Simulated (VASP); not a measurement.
# AlCu3 (Immm) in VASP: single point with r2SCAN

Aim: the single point of AlCu3 with r2SCAN.

Program: VASP 6.6.1. These are calculated values, not measurements. Logs are shortened: lines on timing, memory, paths and dates and some standing lists are left out, and cuts for length are marked.

**1. The cell of the first run**

It takes space group Immm (No. 71, orthorhombic). Conventional cell: a = 4.088 Å, b = 4.088 Å, c = 5.781 Å, α = 90.00°, β = 90.00°, γ = 90.00°. Within 3.1 Å of Al (site symmetry mmm) lie 14 Cu at 2.36 to 2.89 Å. Cu (site symmetry mmm) has 8 Cu at 2.36 to 2.66 Å and 6 Al at 2.89 Å within 3.1 Å. Cu (site symmetry mm2) has 4 Al at 2.36 to 2.66 Å and 9 Cu at 2.36 to 2.94 Å within 3.1 Å.

**2. Single point, r2SCAN (atoms displaced along a vibrational mode)**

POSCAR reads:

```
AlCu3
1.0
    0.0000000000      2.8906715113      2.8906715113
    2.8906715113      0.0000000000      2.8906715113
    2.8906715113      2.8906715113      0.0000000000
Al Cu
1 3
Direct
    0.0000000000      0.0000000000      0.0000000000
    0.5000000000      0.5000000000      0.5000000000
    0.2954046748      0.2045953252      0.2954046748
    0.7045953252      0.7954046748      0.7045953252
```

INCAR.step1 reads:

```
PREC = Accurate ; ENCUT = 520
ISMEAR = 0 ; SIGMA = 0.15
LREAL = F ; LASPH = T
NELM = 60 ; NBANDS = 26
GGA = PE ; ALGO = Normal
EDIFF = 1E-4 ; LWAVE = T
LCHARG = F
```

INCAR.step2 reads:

```
PREC = Accurate ; ENCUT = 520
EDIFF = 1E-6 ; ISMEAR = 0
SIGMA = 0.15 ; LREAL = F
LASPH = T ; NELM = 60
ALGO = Normal ; ISIF = 2
LWAVE = F ; LCHARG = F
METAGGA = R2SCAN ; LMIXTAU = T
NBANDS = 26 ; ISTART = 1
```

KPOINTS reads:

```
regular mesh
0
Gamma
  14 14 14
```

Potentials or basis: VASP PAW PBE potentials, release 64 (Al, Cu).

Command:

```bash
$ cat potpaw_PBE.64/Al/POTCAR potpaw_PBE.64/Cu/POTCAR > POTCAR
$ cp INCAR.step1 INCAR
$ mpirun -np 1 vasp_std > vasp.out
$ cp INCAR.step2 INCAR
$ mpirun -np 1 vasp_std > vasp.out
```

OUTCAR:

```text
PREC = Accurate
   ENCUT = 520
   EDIFF = 1E-6
   ISMEAR = 0
   LREAL = F
   LASPH = T
   NELM = 60
   ISIF = 2
   METAGGA = R2SCAN
   ISTART = 1

 ion  position               nearest neighbor table
   1  0.000  0.000  0.000-   4 2.36   4 2.36   3 2.36   3 2.36   4 2.66   4 2.66   3 2.66   3 2.66
                             2 2.89   2 2.89   2 2.89   2 2.89   2 2.89   2 2.89
   2  0.500  0.500  0.500-   3 2.36   3 2.36   4 2.36   4 2.36   3 2.66   4 2.66   3 2.66   4 2.66
                             1 2.89   1 2.89   1 2.89   1 2.89   1 2.89   1 2.89
   3  0.295  0.205  0.295-   1 2.36   1 2.36   2 2.36   2 2.36   4 2.37   1 2.66   2 2.66   1 2.66
                             2 2.66
   4  0.705  0.795  0.705-   2 2.36   2 2.36   1 2.36   1 2.36   3 2.37   2 2.66   1 2.66   1 2.66
                             2 2.66

  LATTYP: Found a face centered cubic cell.
 ALAT       =     5.7813430226

  Lattice vectors:

 A1 = (   0.0000000000,   2.8906715113,   2.8906715113)
 A2 = (   2.8906715113,   0.0000000000,   2.8906715113)
 A3 = (   2.8906715113,   2.8906715113,   0.0000000000)

Analysis of symmetry for initial positions (statically):
=====================================================================
 Subroutine PRICEL returns:
 Original cell was already a primitive cell.

 Routine SETGRP: Setting up the symmetry group for a
 face centered cubic supercell.

 Subroutine GETGRP returns: Found  8 space group operations
 (whereof  8 operations were pure point group operations)
 out of a pool of 48 trial point group operations.

The static configuration has the point symmetry D_2h.

Analysis of symmetry for dynamics (positions and initial velocities):
=====================================================================
 Subroutine PRICEL returns:
 Original cell was already a primitive cell.

 Routine SETGRP: Setting up the symmetry group for a
 face centered cubic supercell.

 Subroutine GETGRP returns: Found  8 space group operations
 (whereof  8 operations were pure point group operations)
 out of a pool of 48 trial point group operations.

The dynamic configuration has the point symmetry D_2h.

 Subroutine INISYM returns: Found  8 space group operations
 (whereof  8 operations are pure point group operations),
 and found     1 'primitive' translations

----------------------------------------------------------------------------------------

                                     Primitive cell
[... 94 lines left out ...]
   NELM   =     60;   NELMIN=  2; NELMDL=  0     # of ELM steps
   EDIFF  = 0.1E-05   stopping-criterion for ELM
   LREAL  =      F    real-space projection
   EDIFFG = 0.1E-04   stopping-criterion for IOM
   NSW    =      0    number of steps for IOM
   IBRION =     -1    ionic relax: 0-MD 1-quasi-New 2-CG
   NFREE  =      0    steps in history (QN), initial steepest desc. (CG)
   ISIF   =      2    stress and relaxation
   ISYM   =      2    0-nonsym 1-usesym 2-fastsym
   POTIM  = 0.5000    time-step for ionic-motion
   TEBEG  =    0.0;   TEEND  =   0.0 temperature during run
   PSTRESS=    0.0 pullay stress
   NELECT =      36.0000    total number of electrons
   NUPDOWN=      -1.0000    fix difference up-down
   EMIN   =  10.00;   EMAX   =-10.00  energy-range for DOS
   EFERMI =   0.00;   METHOD = LEGACY
   ISMEAR =     0;   SIGMA  =   0.15  broadening in eV -4-tet -1-fermi 0-gaus
   EFERMI_NEDOS =   21; number of points for ismear=-14 and -15
   IALGO  =     38    algorithm
   IMIX   =      4    mixing-type and parameters
     AMIX     =   0.40;   BMIX     =  1.00
     AMIX_MAG =   1.60;   BMIX_MAG =  1.00
  volume/ion in A,a.u.               =      12.08        81.50
  Fermi-wavevector in a.u.,A,eV,Ry     =   1.484227  2.804782 29.972670  2.202929
  Thomas-Fermi vector in A             =   2.597790
   LORBIT       =      0    0 simple, 1 ext, 2 COOP (PROOUT), +10 PAW based schemes
   METAGGA = R2SCAN    functional components
   LHFCALC =     F    Hartree Fock is set to
   AEXX    =    0.0000 exact exchange contribution
   IVDW    =     0    specifies the selected vdW correction
   LEPSILON=     F    determine dielectric tensor
   LRPA    =     F    only Hartree local field effects (RPA)
 non-spin polarized calculation
 Gauss-broadening in eV      SIGMA  =   0.15
  energy-cutoff  :      520.00
  volume of cell :       48.31
 maximum number of plane-waves:      1317
   NGX = 15   NGY = 15   NGZ = 15

 number of electron      35.9999993 magnetization

 Free energy of the ion-electron system (eV)
  ---------------------------------------------------
  ext. energy  EPLUGINS =         0.00000000
  ---------------------------------------------------
  free energy    TOTEN  =       -39.43118343 eV

  energy without entropy =      -39.41995540  energy(sigma->0) =      -39.42556941

 E-fermi :   8.5197     XC(G=0): -13.2986

 val. band max:        8.5162431206   @ k =   0.4286   0.2857   0.0714
 cond. band min:       8.5241399153   @ k =   0.0000  -0.3571   0.1429
 fundamental gap:      0.0078967947
 Fermi energy:         8.5197413657

 k-point     1 :       0.0000    0.0000    0.0000
  band No.  band energies     occupation
      1      -2.6101      2.00000
      2       3.3778      2.00000
      3       3.4528      2.00000
      4       3.4968      2.00000
      5       3.6093      2.00000
      6       3.7240      2.00000
[... 685 lines left out ...]
     25      16.2031      0.00000
     26      16.9410      0.00000

 [... further k-points ...]

------------------------ aborting loop because EDIFF is reached ----------------------------------------

  FORCE on cell =-STRESS in cart. coord.  units (eV):
  Direction    XX          YY          ZZ          XY          YZ          ZX
  --------------------------------------------------------------------------------------
  -------------------------------------------------------------------------------------
  Total        2.1293831      2.7891130      2.1293831      0.0000000      0.0000000     -0.0051565
  in kB       70.6217007     92.5018617     70.6217007      0.0000000      0.0000000     -0.1710168
  external PRESSURE =      77.9150877 kB  Pullay stress =       0.0000000 kB

 VOLUME and BASIS-vectors are now :
 -----------------------------------------------------------------------------
  energy-cutoff  :      520.00
  volume of cell :       48.31
      direct lattice vectors                 reciprocal lattice vectors
     0.000000000  2.890671511  2.890671511    -0.172970190  0.172970190  0.172970190
     2.890671511  0.000000000  2.890671511     0.172970190 -0.172970190  0.172970190
     2.890671511  2.890671511  0.000000000     0.172970190  0.172970190 -0.172970190

 POSITION                                       TOTAL-FORCE (eV/Angst)
 -----------------------------------------------------------------------------------
      0.00000      0.00000      0.00000         0.000000      0.000000     -0.000000
      2.89067      2.89067      2.89067        -0.000000      0.000000      0.000000
      1.44534      1.70784      1.44534        -0.000000     -2.381953     -0.000000
      4.33601      4.07351      4.33601         0.000000      2.381953      0.000000
 -----------------------------------------------------------------------------------
    total drift:                                0.000000      0.000000      0.000000

  FREE ENERGIE OF THE ION-ELECTRON SYSTEM (eV)
  ---------------------------------------------------
  free  energy   TOTEN  =       -39.4311834288 eV

  energy  without entropy=      -39.4199553970  energy(sigma->0) =      -39.42556941
```

Wall time 13 min (1 thread of Intel Xeon 6975P-C (Granite Rapids), shared host); peak memory 0.52 GiB.

What came out:

```yaml
Free_energy: -39.4312 eV
Pressure: 7.8 GPa
Largest_force: 2.382 eV/Å
Band_gap_on_the_k_mesh: zero (bands 18 and 19 overlap by 6.01 eV)
```

Forces in eV/Å, atoms in the order of the input:
```
Al   0.000  0.000  0.000
Cu   0.000  0.000  0.000
Cu   0.000 -2.382  0.000
Cu   0.000  2.382  0.000
```

Stress tensor (GPa, compression positive):
```
 7.06  0.00 -0.02
 0.00  9.25  0.00
-0.02  0.00  7.06
```

Caveat: the cell differs from its parent crystal (atoms displaced along a vibrational mode); the cell stands under pressure; the PAW data sets were made with another functional, which shifts forces and pressure a little.
